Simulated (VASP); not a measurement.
# Ru (Im-3m) in VASP: notebook

Ru is run at these levels: PBEsol; tasks: single point, relaxation of cell and atoms.

Program: VASP 6.6.1. These are calculated values, not measurements. Logs are shortened: lines on timing, memory, paths and dates and some standing lists are left out, and cuts for length are marked.

### Step 1. The cell of the first run

The structure is cubic, space group Im-3m (No. 229). Conventional cell: a = 2.897 Å, b = 2.897 Å, c = 2.897 Å, α = 90.00°, β = 90.00°, γ = 90.00°. Ru (site symmetry m-3m) has 14 Ru at 2.51 to 2.90 Å within 3.3 Å.

### Step 2. Single point, PBEsol

Contents of INCAR:

```
ALGO = Normal ; EDIFF = 1E-6
ENCUT = 520 ; GGA = PS
ISIF = 2 ; ISMEAR = -1
LASPH = T ; LCHARG = F
LREAL = F ; LWAVE = F
NBANDS = 13 ; NELM = 60
PREC = Accurate ; SIGMA = 0.1
```

Contents of KPOINTS:

```
k-points
0
Gamma
  19 19 19
```

Contents of POSCAR:

```
Ru
1.0
   -1.4483408418      1.4483408418      1.4483408418
    1.4483408418     -1.4483408418      1.4483408418
    1.4483408418      1.4483408418     -1.4483408418
Ru
1
Direct
    0.0000000000      0.0000000000      0.0000000000
```

Potentials or basis: VASP PAW PBE potentials, release 64 (Ru_pv).

Run with:

```sh
cat potpaw_PBE.64/Ru_pv/POTCAR > POTCAR
mpirun -np 1 vasp_std > vasp.out
```

OUTCAR:

```text
EDIFF = 1E-6
   ENCUT = 520
   GGA = PS
   ISIF = 2
   ISMEAR = -1
   LASPH = T
   LREAL = F
   NELM = 60
   PREC = Accurate

 ion  position               nearest neighbor table
   1  0.000  0.000  0.000-

  LATTYP: Found a body centered cubic cell.
 ALAT       =     2.8966816836

  Lattice vectors:

 A1 = (  -1.4483408418,   1.4483408418,   1.4483408418)
 A2 = (   1.4483408418,  -1.4483408418,   1.4483408418)
 A3 = (   1.4483408418,   1.4483408418,  -1.4483408418)

Analysis of symmetry for initial positions (statically):
=====================================================================
 Subroutine PRICEL returns:
 Original cell was already a primitive cell.

 Routine SETGRP: Setting up the symmetry group for a
 body centered cubic supercell.

 Subroutine GETGRP returns: Found 48 space group operations
 (whereof 48 operations were pure point group operations)
 out of a pool of 48 trial point group operations.

The static configuration has the point symmetry O_h .

Analysis of symmetry for dynamics (positions and initial velocities):
=====================================================================
 Subroutine PRICEL returns:
 Original cell was already a primitive cell.

 Routine SETGRP: Setting up the symmetry group for a
 body centered cubic supercell.

 Subroutine GETGRP returns: Found 48 space group operations
 (whereof 48 operations were pure point group operations)
 out of a pool of 48 trial point group operations.

The dynamic configuration has the point symmetry O_h .

 Subroutine INISYM returns: Found 48 space group operations
 (whereof 48 operations are pure point group operations),
 and found     1 'primitive' translations

----------------------------------------------------------------------------------------

                                     Primitive cell

  volume of cell :      12.1527

  direct lattice vectors                    reciprocal lattice vectors
    -1.448340842  1.448340842  1.448340842     0.000000000  0.345222606  0.345222606
     1.448340842 -1.448340842  1.448340842     0.345222606  0.000000000  0.345222606
     1.448340842  1.448340842 -1.448340842     0.345222606  0.345222606  0.000000000

  length of vectors
     2.508599925  2.508599925  2.508599925     0.488218492  0.488218492  0.488218492

  position of ions in fractional coordinates (direct lattice)
     0.000000000  0.000000000  0.000000000

  ion indices of the primitive-cell ions
[... 80 lines left out ...]
   ISIF   =      2    stress and relaxation
   ISYM   =      2    0-nonsym 1-usesym 2-fastsym
   POTIM  = 0.5000    time-step for ionic-motion
   TEBEG  =    0.0;   TEEND  =   0.0 temperature during run
   PSTRESS=    0.0 pullay stress
   NELECT =      14.0000    total number of electrons
   NUPDOWN=      -1.0000    fix difference up-down
   EMIN   =  10.00;   EMAX   =-10.00  energy-range for DOS
   EFERMI =   0.00;   METHOD = LEGACY
   ISMEAR =    -1;   SIGMA  =   0.10  broadening in eV -4-tet -1-fermi 0-gaus
   EFERMI_NEDOS =   21; number of points for ismear=-14 and -15
   IALGO  =     38    algorithm
   IMIX   =      4    mixing-type and parameters
     AMIX     =   0.40;   BMIX     =  1.00
     AMIX_MAG =   1.60;   BMIX_MAG =  1.00
  volume/ion in A,a.u.               =      12.15        82.01
  Fermi-wavevector in a.u.,A,eV,Ry     =   1.716169  3.243089 40.072372  2.945236
  Thomas-Fermi vector in A             =   2.793405
   LORBIT       =      0    0 simple, 1 ext, 2 COOP (PROOUT), +10 PAW based schemes
   GGA     = PS    functional components
   LHFCALC =     F    Hartree Fock is set to
   AEXX    =    0.0000 exact exchange contribution
   IVDW    =     0    specifies the selected vdW correction
   LEPSILON=     F    determine dielectric tensor
   LRPA    =     F    only Hartree local field effects (RPA)
 non-spin polarized calculation
  energy-cutoff  :      520.00
  volume of cell :       12.15
 maximum number of plane-waves:       338
   NGX =  9   NGY =  9   NGZ =  9

 number of electron      14.0000001 magnetization

 Free energy of the ion-electron system (eV)
  ---------------------------------------------------
  ext. energy  EPLUGINS =         0.00000000
  ---------------------------------------------------
  free energy    TOTEN  =        -9.30375736 eV

  energy without entropy =       -9.25218124  energy(sigma->0) =       -9.27796930

 E-fermi :  15.0343     XC(G=0): -14.9664

 val. band max:       15.0335852768   @ k =   0.1579   0.1053   0.0526
 cond. band min:      15.0436916557   @ k =   0.4211   0.0526   0.0000
 fundamental gap:      0.0101063789
 Fermi energy:        15.0343421320

 k-point     1 :       0.0000    0.0000    0.0000
  band No.  band energies     occupation
      1     -27.5307      2.00000
      2     -27.5307      2.00000
      3     -27.5307      2.00000
      4       6.1035      2.00000
      5      11.5836      2.00000
      6      11.5836      2.00000
      7      11.5836      2.00000
      8      14.8722      1.67008
      9      14.8722      1.67008
     10      25.2620      0.00000
     11      32.1601      0.00000
     12      32.1601      0.00000
     13      32.1601      0.00000
[... 354 lines left out ...]
  band No.  band energies     occupation
      1     -28.8302      2.00000
      2     -27.9896      2.00000
      3     -27.6014      2.00000
      4       8.3054      2.00000
      5       9.8236      2.00000
      6      12.9057      2.00000
      7      14.5922      1.97625
      8      15.6449      0.00445
      9      17.7618      0.00000
     10      25.2597      0.00000
     11      29.3891      0.00000
     12      30.3790      0.00000
     13      36.0095      0.00000

 [... further k-points ...]

------------------------ aborting loop because EDIFF is reached ----------------------------------------

  FORCE on cell =-STRESS in cart. coord.  units (eV):
  Direction    XX          YY          ZZ          XY          YZ          ZX
  --------------------------------------------------------------------------------------
  -------------------------------------------------------------------------------------
  Total        3.9716837      3.9716837      3.9716837     -0.0000000     -0.0000000      0.0000000
  in kB      523.6160017    523.6160017    523.6160017     -0.0000000     -0.0000000      0.0000000
  external PRESSURE =     523.6160017 kB  Pullay stress =       0.0000000 kB

 VOLUME and BASIS-vectors are now :
 -----------------------------------------------------------------------------
  energy-cutoff  :      520.00
  volume of cell :       12.15
      direct lattice vectors                 reciprocal lattice vectors
    -1.448340842  1.448340842  1.448340842     0.000000000  0.345222606  0.345222606
     1.448340842 -1.448340842  1.448340842     0.345222606  0.000000000  0.345222606
     1.448340842  1.448340842 -1.448340842     0.345222606  0.345222606  0.000000000

 POSITION                                       TOTAL-FORCE (eV/Angst)
 -----------------------------------------------------------------------------------
      0.00000      0.00000      0.00000        -0.000000      0.000000     -0.000000
 -----------------------------------------------------------------------------------
    total drift:                                0.000000     -0.000000      0.000000

  FREE ENERGIE OF THE ION-ELECTRON SYSTEM (eV)
  ---------------------------------------------------
  free  energy   TOTEN  =        -9.3037573612 eV

  energy  without entropy=       -9.2521812409  energy(sigma->0) =       -9.27796930
```

stdout:

```text
POSCAR found type information on POSCAR Ru
 POSCAR found :  1 types and       1 ions
 scaLAPACK will be used
 -----------------------------------------------------------------------------
|                                                                             |
|                                                                             |
|     You enforced a specific xc type in the INCAR file but a different       |
|     I HOPE YOU KNOW WHAT YOU ARE DOING!                                     |
|                                                                             |
 -----------------------------------------------------------------------------

 LDA part: xc-table for (Slater+PW92), standard interpolation
 POSCAR, INCAR and KPOINTS ok, starting setup
 FFT: planning ... GRIDC
 FFT: planning ... GRID_SOFT
 FFT: planning ... GRID
 WAVECAR not read
 entering main loop
```

Wall time 40 s (1 thread of Intel Xeon 8259CL, shared host); peak memory 0.15 GiB.

What came out:

```
Free energy            : -9.3038 eV
Pressure               : 52.4 GPa
Band gap on the k mesh : zero (band 7 reaches 17.17 eV, above the bottom of band 8 at 12.62 eV)
```

Caveat: the PAW data sets were made with another functional, which shifts forces and pressure a little.

### Step 3. Single point, PBEsol

This run uses another cell than the first one, of 13.77 Å³/atom, 1.133 times its volume.

Contents of INCAR:

```
SYSTEM = Ru
PREC = Accurate
ENCUT = 520
EDIFF = 1E-6
ISMEAR = -1
SIGMA = 0.1
LREAL = .False.
LASPH = .True.
NELM = 80
ALGO = Normal
ISIF = 2
LWAVE = .False.
LCHARG = .False.
GGA = PS
NBANDS = 13
```

Contents of KPOINTS:

```
Automatic mesh
0
Gamma
  19 19 19
  0 0 0
```

Contents of POSCAR:

```
Ru
1.0
   -1.5099081518      1.5099081518      1.5099081518
    1.5099081518     -1.5099081518      1.5099081518
    1.5099081518      1.5099081518     -1.5099081518
Ru
1
Direct
    0.0000000000      0.0000000000      0.0000000000
```

Potentials or basis: VASP PAW PBE potentials, release 64 (Ru_pv).

Run with:

```sh
cat potpaw_PBE.64/Ru_pv/POTCAR > POTCAR
mpirun -np 1 vasp_std > vasp.out
```

It took 52 s on 1 thread of Intel Xeon 8259CL, shared host; peak memory 0.15 GiB.

The run converged. Its results:

- Free energy: -9.5391 eV
- Pressure: -0.1 GPa
- Band gap on the k mesh: zero (band 7 reaches 14.37 eV, above the bottom of band 8 at 10.65 eV)

Levels at points of the mesh, in eV from the Fermi level:
| k point | band 3 | band 4 | band 5 | band 6 | band 7 | band 8 | band 9 | band 10 | band 11 | band 12 |
| --- | --- | --- | --- | --- | --- | --- | --- | --- | --- | --- |
| (0.00, 0.00, 0.00) | -42.52 | -8.16 | -2.88 | -2.88 | -2.88 | -0.11 | -0.11 | 10.38 | 17.10 | 17.10 |

Caveat: the PAW data sets were made with another functional, which shifts forces and pressure a little.

### Step 4. Relaxation of cell and atoms, PBEsol, target pressure 52 GPa, at which the enthalpy is minimised

Contents of INCAR:

```
SYSTEM = Ru
PREC = Accurate
ENCUT = 600
EDIFF = 1E-6
ISMEAR = -1
SIGMA = 0.1
LREAL = .False.
LASPH = .True.
NELM = 100
ALGO = Normal
ISIF = 3
LWAVE = .False.
LCHARG = .False.
GGA = PS
IBRION = 2
NSW = 60
EDIFFG = -0.005
PSTRESS = 520.0
```

Contents of KPOINTS:

```
regular mesh
0
Gamma
  19 19 19
  0 0 0
```

Contents of POSCAR:

```
Ru
1.0
   -1.4485631434      1.4485631434      1.4485631434
    1.4485631434     -1.4485631434      1.4485631434
    1.4485631434      1.4485631434     -1.4485631434
Ru
1
Direct
    0.0000000000      0.0000000000      0.0000000000
```

Run with:

```sh
cat potpaw_PBE.64/Ru_pv/POTCAR > POTCAR
mpirun -np 1 vasp_std > vasp.out
```

It took 27 s on 1 thread of Intel Xeon Platinum 8488C (Sapphire Rapids), shared host; peak memory 0.15 GiB.

The run converged. Its results:

- Free energy: -9.3063 eV
- Relaxed volume: 12.16 Å³/atom
- Relaxed cell: a = 2.509 Å, b = 2.509 Å, c = 2.509 Å, α = 109.47°, β = 109.47°, γ = 109.47°
- Space group after relaxing (to 0.05 Å): Im-3m (No. 229)
- Energy change on relaxing (the enthalpy is what falls): -0.7 meV/atom
- Ionic steps: 3
- Pressure after relaxing: 52.0 GPa
- Band gap on the k mesh: zero (band 7 reaches 17.15 eV, above the bottom of band 8 at 12.61 eV)

The path:
| step | energy change (eV) | largest force (eV/Å) | pressure (GPa) | volume (Å³) |
| --- | --- | --- | --- | --- |
| 1 | 0.0000 | 0.0000 | 52.08 | 12.16 |
| 2 | -0.0035 | 0.0000 | 51.66 | 12.17 |
| 3 | -0.0007 | 0.0000 | 51.99 | 12.16 |

Final structure:
```
Ru
1.0
    -1.44864    1.44864    1.44864
     1.44864   -1.44864    1.44864
     1.44864    1.44864   -1.44864
Ru
1
Direct
  0.00000 0.00000 0.00000
```

Levels at points of the mesh, in eV from the Fermi level:
```tsv
k point	band 5	band 6	band 7	band 8	band 9	band 10
(0.00, 0.00, 0.00)	-3.45	-3.45	-3.45	-0.16	-0.16	10.23
```

Caveat: the cell is relaxed towards a set pressure, so the enthalpy falls and the energy may rise; the PAW data sets were made with another functional, which shifts forces and pressure a little.

### Step 5. Relaxation of cell and atoms, PBEsol, target pressure 52 GPa, at which the enthalpy is minimised

Contents of INCAR:

```
ALGO = Normal
EDIFF = 1E-6
EDIFFG = -0.005
ENCUT = 600
GGA = PS
IBRION = 2
ISIF = 3
ISMEAR = -1
LASPH = T
LCHARG = F
LREAL = F
LWAVE = F
NELM = 100
NSW = 32
PREC = Accurate
PSTRESS = 520.0
SIGMA = 0.1
```

Contents of KPOINTS:

```
k-points
0
Gamma
  19 19 19
```

Contents of POSCAR:

```
Ru
1.0
   -1.4483780072      1.4483780072      1.4483780072
    1.4483780072     -1.4483780072      1.4483780072
    1.4483780072      1.4483780072     -1.4483780072
Ru
1
Direct
    0.0000000000      0.0000000000      0.0000000000
```

Run with:

```sh
cat potpaw_PBE.64/Ru_pv/POTCAR > POTCAR
mpirun -np 1 vasp_std > vasp.out
```

Run time: 29 s. Hardware: 1 thread of Intel Xeon Platinum 8488C (Sapphire Rapids), shared host; peak memory 0.16 GiB.

It converged, with:

* Free energy: -9.3061 eV
* Relaxed volume: 12.16 Å³/atom
* Relaxed cell: a = 2.509 Å, b = 2.509 Å, c = 2.509 Å, α = 109.47°, β = 109.47°, γ = 109.47°
* Space group after relaxing (to 0.05 Å): Im-3m (No. 229)
* Energy change on relaxing (the enthalpy is what falls): -2.0 meV/atom
* Ionic steps: 3
* Pressure after relaxing: 52.0 GPa
* Band gap on the k mesh: zero (band 7 reaches 17.16 eV, above the bottom of band 8 at 12.61 eV)

Step by step:
| step | energy change (eV) | largest force (eV/Å) | pressure (GPa) | volume (Å³) |
| --- | --- | --- | --- | --- |
| 1 | 0.0000 | 0.0000 | 52.29 | 12.15 |
| 2 | -0.0123 | 0.0000 | 50.61 | 12.19 |
| 3 | -0.0020 | 0.0000 | 52.00 | 12.16 |

Final structure:
```yaml
crystal:
  lattice:
    - [-1.44862, 1.44862, 1.44862]
    - [1.44862, -1.44862, 1.44862]
    - [1.44862, 1.44862, -1.44862]
  atoms:
    - { symbol: Ru, position: [0.00000, 0.00000, 0.00000] }
```

Levels at points of the mesh, in eV from the Fermi level:
```tsv
k point	band 5	band 6	band 7	band 8	band 9	band 10
(0.00, 0.00, 0.00)	-3.45	-3.45	-3.45	-0.16	-0.16	10.23
```

Caveat: the cell is relaxed towards a set pressure, so the enthalpy falls and the energy may rise; the PAW data sets were made with another functional, which shifts forces and pressure a little.

### Step 6. Relaxation of cell and atoms, PBEsol

This run uses another cell than the first one, of 13.32 Å³/atom, 1.096 times its volume.

Contents of INCAR:

```
PREC     = Accurate       # precision mode
ENCUT    = 600            # plane-wave cutoff, eV
EDIFF    = 1E-7           # SCF threshold, eV
ISMEAR   = -1             # smearing method
SIGMA    = 0.1            # smearing width, eV
LREAL    = F              # projectors in reciprocal space
LASPH    = T              # aspherical terms in the spheres
NELM     = 80             # most SCF steps
ALGO     = Normal         # electronic algorithm
ISIF     = 3              # what is computed and relaxed
LWAVE    = F              # write WAVECAR
LCHARG   = F              # write CHGCAR
GGA      = PS             # functional
IBRION   = 2              # ionic algorithm
NSW      = 60             # ionic steps
EDIFFG   = -0.005         # ionic threshold
```

Contents of KPOINTS:

```
Automatic mesh
0
Gamma
  19 19 19
```

Contents of POSCAR:

```
Ru
1.0
   -1.4933408513      1.4933408513      1.4933408513
    1.4933408513     -1.4933408513      1.4933408513
    1.4933408513      1.4933408513     -1.4933408513
Ru
1
Direct
    0.0000000000      0.0000000000      0.0000000000
```

Potentials or basis: VASP PAW PBE potentials, release 64 (Ru_pv).

Run with:

```sh
cat potpaw_PBE.64/Ru_pv/POTCAR > POTCAR
mpirun -np 1 vasp_std > vasp.out
```

Wall time 51 s (1 thread of Intel Xeon Platinum 8488C (Sapphire Rapids), shared host); peak memory 0.18 GiB.

Results (log left out):

```yaml
Free_energy: -9.5387 eV
Relaxed_volume: 13.77 Å³/atom
Relaxed_cell: a = 2.615 Å, b = 2.615 Å, c = 2.615 Å, α = 109.47°, β = 109.47°, γ = 109.47°
Space_group_after_relaxing_to_0.05_Å: Im-3m (No. 229)
Energy_gained_by_relaxing: 14.8 meV/atom
Ionic_steps: 4
Pressure_after_relaxing: 0.0 GPa
Band_gap_on_the_k_mesh: zero (band 7 reaches 14.38 eV, above the bottom of band 8 at 10.65 eV)
```

The path:
| step | energy change (eV) | largest force (eV/Å) | pressure (GPa) | volume (Å³) |
| --- | --- | --- | --- | --- |
| 1 | 0.0000 | 0.0000 | 11.07 | 13.32 |
| 2 | 0.1012 | 0.0000 | -23.93 | 15.17 |
| 3 | -0.0148 | 0.0000 | -0.41 | 13.78 |
| 4 | -0.0148 | 0.0000 | -0.02 | 13.77 |

Final structure:
```yaml
crystal:
  lattice:
    - [-1.50977, 1.50977, 1.50977]
    - [1.50977, -1.50977, 1.50977]
    - [1.50977, 1.50977, -1.50977]
  atoms:
    - { symbol: Ru, position: [0.00000, 0.00000, 0.00000] }
```

Levels at points of the mesh, in eV from the Fermi level:
```tsv
k point	band 4	band 5	band 6	band 7	band 8	band 9	band 10	band 11
(0.00, 0.00, 0.00)	-8.16	-2.88	-2.88	-2.88	-0.11	-0.11	10.38	17.10
```

Caveat: the PAW data sets were made with another functional, which shifts forces and pressure a little.

### Step 7. The runs side by side

```tsv
task	cell	cutoff (eV)	gap on the mesh (eV)	pressure (GPa)
single point	a = 2.509 Å, angles 109.5°, 1 atom	520	none	52.4
single point	a = 2.615 Å, angles 109.5°, 1 atom	520	none	-0.1
relaxation of cell and atoms	relaxed to 52 GPa from a = 2.509 Å, angles 109.5°, 1 atom	600	none	52.0
relaxation of cell and atoms	relaxed from a = 2.587 Å, angles 109.5°, 1 atom	600	none	0.0
```

Alike in all rows: level PBEsol; potentials or basis VASP PAW PBE potentials, release 64 (Ru_pv); no spin polarisation; k mesh 19 × 19 × 19; smearing fermi-dirac 0.1 eV.

Caveats: the PAW data sets were made with another functional, which shifts forces and pressure a little; the cell is relaxed towards a set pressure, so the enthalpy falls and the energy may rise (some runs).

Absolute energies hang on the potentials; compare differences alone.
